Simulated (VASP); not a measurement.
# SnO2 (Pnnm) in VASP: single point with PBE

Aim: the single point of SnO2 with PBE.

Program: VASP 6.6.1. These are calculated values, not measurements. Logs are shortened: lines on timing, memory, paths and dates and some standing lists are left out, and cuts for length are marked.

**1. The cell of the first run**

It takes space group Pnnm (No. 58, orthorhombic). Conventional cell: a = 4.828 Å, b = 4.828 Å, c = 3.238 Å, α = 90.00°, β = 90.00°, γ = 90.00°. Sn (site symmetry 2/m) has 6 O at 2.10 Å within 2.8 Å. O (site symmetry m) has 3 Sn at 2.10 Å and 1 O at 2.66 Å within 2.8 Å.

**2. Single point, PBE (atoms displaced along a vibrational mode)**

The input, INCAR:

```
ALGO     = Normal         # electronic algorithm
EDIFF    = 1E-7           # SCF threshold, eV
ENCUT    = 520            # plane-wave cutoff, eV
GGA      = PE             # functional
ISIF     = 2              # what is computed and relaxed
ISMEAR   = 0              # smearing method
LASPH    = T              # aspherical terms in the spheres
LCHARG   = F              # write CHGCAR
LREAL    = F              # projectors in reciprocal space
LWAVE    = F              # write WAVECAR
NBANDS   = 35             # bands
NELM     = 60             # most SCF steps
PREC     = Accurate       # precision mode
SIGMA    = 0.05           # smearing width, eV
```

The input, KPOINTS:

```
k-points
0
Gamma
  6 6 8
```

The input, POSCAR:

```
SnO2
1.0
    4.8277050007      0.0000000000      0.0000000000
    0.0000000000      4.8277050007      0.0000000000
    0.0000000000      0.0000000000      3.2379909335
Sn O
2 4
Direct
    0.0000000000      0.0000000000      0.0000000000
    0.5000000000      0.5000000000      0.5000000000
    0.3322370768      0.2809730966      0.0000000000
    0.1677629232      0.7809730966      0.5000000000
    0.6677629232      0.7190269034      0.0000000000
    0.8322370768      0.2190269034      0.5000000000
```

Potentials or basis: VASP PAW PBE potentials, release 64 (Sn_d, O).

Command:

```sh
> cat potpaw_PBE.64/Sn_d/POTCAR potpaw_PBE.64/O/POTCAR > POTCAR
> mpirun -np 1 vasp_std > vasp.out
```

OUTCAR:

```text
EDIFF = 1E-7
   ENCUT = 520
   GGA = PE
   ISIF = 2
   ISMEAR = 0
   LASPH = T
   LREAL = F
   NELM = 60
   PREC = Accurate

 ion  position               nearest neighbor table
   1  0.000  0.000  0.000-   4 2.10   6 2.10   4 2.10   6 2.10   5 2.10   3 2.10
   2  0.500  0.500  0.500-   3 2.10   5 2.10   3 2.10   5 2.10   4 2.10   6 2.10
   3  0.332  0.281  0.000-   2 2.10   2 2.10   1 2.10
   4  0.168  0.781  0.500-   1 2.10   1 2.10   2 2.10
   5  0.668  0.719  0.000-   2 2.10   2 2.10   1 2.10
   6  0.832  0.219  0.500-   1 2.10   1 2.10   2 2.10

  LATTYP: Found a simple tetragonal cell.
 ALAT       =     4.8277050007
 C/A-ratio  =     0.6707101890

  Lattice vectors:

 A1 = (   4.8277050007,   0.0000000000,   0.0000000000)
 A2 = (   0.0000000000,   4.8277050007,   0.0000000000)
 A3 = (   0.0000000000,   0.0000000000,   3.2379909335)

Analysis of symmetry for initial positions (statically):
=====================================================================
 Subroutine PRICEL returns:
 Original cell was already a primitive cell.

 Routine SETGRP: Setting up the symmetry group for a
 simple tetragonal supercell.

 Subroutine GETGRP returns: Found  8 space group operations
 (whereof  4 operations were pure point group operations)
 out of a pool of 16 trial point group operations.

The static configuration has the point symmetry C_2h.
 The point group associated with its full space group is D_2h.

Analysis of symmetry for dynamics (positions and initial velocities):
=====================================================================
 Subroutine PRICEL returns:
 Original cell was already a primitive cell.

 Routine SETGRP: Setting up the symmetry group for a
 simple tetragonal supercell.

 Subroutine GETGRP returns: Found  8 space group operations
 (whereof  4 operations were pure point group operations)
 out of a pool of 16 trial point group operations.

The dynamic configuration has the point symmetry C_2h.
 The point group associated with its full space group is D_2h.

 Subroutine INISYM returns: Found  8 space group operations
 (whereof  4 operations are pure point group operations),
 and found     1 'primitive' translations

----------------------------------------------------------------------------------------

                                     Primitive cell

  volume of cell :      75.4670

  direct lattice vectors                    reciprocal lattice vectors
     4.827705001  0.000000000  0.000000000     0.207137760  0.000000000  0.000000000
     0.000000000  4.827705001  0.000000000     0.000000000  0.207137760  0.000000000
     0.000000000  0.000000000  3.237990933     0.000000000  0.000000000  0.308833477

  length of vectors
     4.827705001  4.827705001  3.237990933     0.207137760  0.207137760  0.308833477

  position of ions in fractional coordinates (direct lattice)
     0.000000000  0.000000000  0.000000000
     0.500000000  0.500000000  0.500000000
     0.332237077  0.280973097  0.000000000
     0.167762923  0.780973097  0.500000000
     0.667762923  0.719026903  0.000000000
     0.832237077  0.219026903  0.500000000

  ion indices of the primitive-cell ions
   primitive index   ion index
                 1           1
                 2           2
                 3           3
                 4           4
                 5           5
                 6           6

----------------------------------------------------------------------------------------

 KPOINTS: k-points

Automatic generation of k-mesh.
 Grid dimensions read from file:
 generate k-points for:    6    6    8

 Generating k-lattice:

  Cartesian coordinates                     Fractional coordinates (reciprocal lattice)
     0.034522960  0.000000000  0.000000000     0.166666667  0.000000000  0.000000000
     0.000000000  0.034522960  0.000000000     0.000000000  0.166666667  0.000000000
     0.000000000  0.000000000  0.038604185     0.000000000  0.000000000  0.125000000

  Length of vectors
     0.034522960  0.034522960  0.038604185

  Shift w.r.t. Gamma in fractional coordinates (k-lattice)
     0.000000000  0.000000000  0.000000000

 Subroutine IBZKPT returns following result:
 ===========================================

 Found     80 irreducible k-points:

 Following reciprocal coordinates:
            Coordinates               Weight
  0.000000  0.000000  0.000000      1.000000
  0.166667  0.000000  0.000000      2.000000
  0.000000  0.166667  0.000000      2.000000
  0.333333  0.000000  0.000000      2.000000
  0.000000  0.333333  0.000000      2.000000
  0.500000  0.000000  0.000000      1.000000
[... 16 lines left out ...]
  0.000000  0.500000  0.125000      2.000000
  0.166667  0.166667  0.125000      8.000000
 [... further k-points ...]
   k-points           NKPTS =     80   k-points in BZ     NKDIM =     80   number of bands    NBANDS=     35
   number of dos      NEDOS =    301   number of ions     NIONS =      6
   total plane-waves  NPLWV =  31104
   dimension x,y,z NGX =    36 NGY =   36 NGZ =   24
   dimension x,y,z NGXF=    72 NGYF=   72 NGZF=   48
   ions per type =               2   4
   NGX,Y,Z   is equivalent  to a cutoff of  12.40, 12.40, 12.32 a.u.
   NGXF,Y,Z  is equivalent  to a cutoff of  24.79, 24.79, 24.64 a.u.
 SYSTEM =  unknown system
   PREC   = accura    normal or accurate (medium, high low for compatibility)
   ISTART =      0    job   : 0-new  1-cont  2-samecut
   ICHARG =      2    charge: 1-file 2-atom 10-const
   ISPIN  =      1    spin polarized calculation?
   LNONCOLLINEAR =      F non collinear calculations
   LSORBIT =      F    spin-orbit coupling
   LASPH  =      T    aspherical Exc in radial PAW
   ENCUT  =  520.0 eV  38.22 Ry    6.18 a.u.   8.98  8.98  6.02*2*pi/ulx,y,z
   NELM   =     60;   NELMIN=  2; NELMDL= -5     # of ELM steps
   EDIFF  = 0.1E-06   stopping-criterion for ELM
   LREAL  =      F    real-space projection
   EDIFFG = 0.1E-05   stopping-criterion for IOM
   NSW    =      0    number of steps for IOM
   IBRION =     -1    ionic relax: 0-MD 1-quasi-New 2-CG
   NFREE  =      0    steps in history (QN), initial steepest desc. (CG)
   ISIF   =      2    stress and relaxation
   ISYM   =      2    0-nonsym 1-usesym 2-fastsym
   POTIM  = 0.5000    time-step for ionic-motion
   TEBEG  =    0.0;   TEEND  =   0.0 temperature during run
   PSTRESS=    0.0 pullay stress
   NELECT =      52.0000    total number of electrons
   NUPDOWN=      -1.0000    fix difference up-down
   EMIN   =  10.00;   EMAX   =-10.00  energy-range for DOS
   EFERMI =   0.00;   METHOD = LEGACY
   ISMEAR =     0;   SIGMA  =   0.05  broadening in eV -4-tet -1-fermi 0-gaus
   EFERMI_NEDOS =   21; number of points for ismear=-14 and -15
   IALGO  =     38    algorithm
   IMIX   =      4    mixing-type and parameters
     AMIX     =   0.40;   BMIX     =  1.00
     AMIX_MAG =   1.60;   BMIX_MAG =  1.00
  volume/ion in A,a.u.               =      12.58        84.88
  Fermi-wavevector in a.u.,A,eV,Ry     =   1.445962  2.732472 28.447149  2.090806
  Thomas-Fermi vector in A             =   2.564085
   LORBIT       =      0    0 simple, 1 ext, 2 COOP (PROOUT), +10 PAW based schemes
   GGA     = PE    functional components
   LHFCALC =     F    Hartree Fock is set to
   AEXX    =    0.0000 exact exchange contribution
   IVDW    =     0    specifies the selected vdW correction
   LEPSILON=     F    determine dielectric tensor
   LRPA    =     F    only Hartree local field effects (RPA)
 non-spin polarized calculation
 Gauss-broadening in eV      SIGMA  =   0.05
  energy-cutoff  :      520.00
  volume of cell :       75.47
 maximum number of plane-waves:      2068
   NGX = 17   NGY = 17   NGZ = 13

 number of electron      52.0000005 magnetization

 Free energy of the ion-electron system (eV)
  ---------------------------------------------------
  ext. energy  EPLUGINS =         0.00000000
  ---------------------------------------------------
  free energy    TOTEN  =       -37.26252803 eV

  energy without entropy =      -37.26252803  energy(sigma->0) =      -37.26252803

 E-fermi :   5.6338     XC(G=0): -10.9897

 val. band max:        5.3625810482   @ k =   0.0000   0.1667   0.0000
 cond. band min:       6.2777624063   @ k =   0.0000   0.0000   0.0000
 fundamental gap:      0.9151813582
 Fermi energy:         5.6337628088

 k-point     1 :       0.0000    0.0000    0.0000
  band No.  band energies     occupation
      1     -15.4808      2.00000
      2     -14.8368      2.00000
      3     -14.6559      2.00000
      4     -14.6266      2.00000
      5     -14.6208      2.00000
      6     -14.5595      2.00000
[... 27 lines left out ...]
     34      17.3052      0.00000
     35      17.3558      0.00000

 k-point     2 :       0.1667    0.0000    0.0000
  band No.  band energies     occupation
      1     -15.4445      2.00000
      2     -14.8773      2.00000
      3     -14.6551      2.00000
      4     -14.6247      2.00000
      5     -14.6197      2.00000
      6     -14.5877      2.00000
[... 27 lines left out ...]
     34      17.0088      0.00000
     35      17.4338      0.00000

 k-point     3 :       0.0000    0.1667    0.0000
  band No.  band energies     occupation
      1     -15.4436      2.00000
      2     -14.8762      2.00000
      3     -14.6547      2.00000
      4     -14.6249      2.00000
      5     -14.6196      2.00000
      6     -14.5867      2.00000
[... 27 lines left out ...]
     34      17.3655      0.00000
     35      17.4586      0.00000
[... 723 lines left out ...]
 k-point    23 :       0.0000    0.5000    0.1250
  band No.  band energies     occupation
      1     -15.1498      2.00000
      2     -15.1498      2.00000
      3     -14.7293      2.00000
      4     -14.7293      2.00000
      5     -14.5963      2.00000
      6     -14.5963      2.00000
[... 27 lines left out ...]
     34      17.4406      0.00000
     35      18.3081      0.00000

 k-point    24 :       0.1667    0.1667    0.1250
  band No.  band energies     occupation
      1     -15.3582      2.00000
      2     -14.8959      2.00000
      3     -14.7407      2.00000
      4     -14.7226      2.00000
      5     -14.6261      2.00000
      6     -14.5714      2.00000
[... 27 lines left out ...]
     34      17.2629      0.00000
     35      17.6473      0.00000

 [... further k-points ...]

------------------------ aborting loop because EDIFF is reached ----------------------------------------

  FORCE on cell =-STRESS in cart. coord.  units (eV):
  Direction    XX          YY          ZZ          XY          YZ          ZX
  --------------------------------------------------------------------------------------
  -------------------------------------------------------------------------------------
  Total        0.1352594     -0.7348721     -0.2029271      0.0000000      0.0000000      0.0000000
  in kB        2.8715800    -15.6014601     -4.3081771      0.0000000      0.0000000      0.0000000
  external PRESSURE =      -5.6793524 kB  Pullay stress =       0.0000000 kB

 VOLUME and BASIS-vectors are now :
 -----------------------------------------------------------------------------
  energy-cutoff  :      520.00
  volume of cell :       75.47
      direct lattice vectors                 reciprocal lattice vectors
     4.827705001  0.000000000  0.000000000     0.207137760  0.000000000  0.000000000
     0.000000000  4.827705001  0.000000000     0.000000000  0.207137760  0.000000000
     0.000000000  0.000000000  3.237990933     0.000000000  0.000000000  0.308833477

 POSITION                                       TOTAL-FORCE (eV/Angst)
 -----------------------------------------------------------------------------------
      0.00000      0.00000      0.00000         0.000000     -0.000000      0.000000
      2.41385      2.41385      1.61900         0.000000     -0.000000      0.000000
      1.60394      1.35646      0.00000        -0.075003      0.149948      0.000000
      0.80991      3.77031      1.61900         0.075003      0.149948      0.000000
      3.22376      3.47125      0.00000         0.075003     -0.149948      0.000000
      4.01780      1.05740      1.61900        -0.075003     -0.149948      0.000000
 -----------------------------------------------------------------------------------
    total drift:                                0.000000      0.000000      0.000000

  FREE ENERGIE OF THE ION-ELECTRON SYSTEM (eV)
  ---------------------------------------------------
  free  energy   TOTEN  =       -37.2625280272 eV

  energy  without entropy=      -37.2625280272  energy(sigma->0) =      -37.26252803
```

It took 62 s on 1 thread of Intel Xeon 6975P-C (Granite Rapids), shared host; peak memory 0.29 GiB.

What came out:

```
Free energy            : -37.2625 eV
Pressure               : -0.6 GPa
Largest force          : 0.168 eV/Å
Band gap on the k mesh : 0.92 eV (least direct gap 0.97 eV)
```

Forces on the atoms (eV/Å):
```
Sn   0.000  0.000  0.000
Sn   0.000  0.000  0.000
O   -0.075  0.150  0.000
O    0.075  0.150  0.000
O    0.075 -0.150  0.000
O   -0.075 -0.150  0.000
```

Stress tensor (GPa, compression positive):
```
 0.29  0.00  0.00
 0.00 -1.56  0.00
 0.00  0.00 -0.43
```

Caveat: the cell differs from its parent crystal (atoms displaced along a vibrational mode); spin-orbit coupling is left out, which moves the levels of the heavy elements.
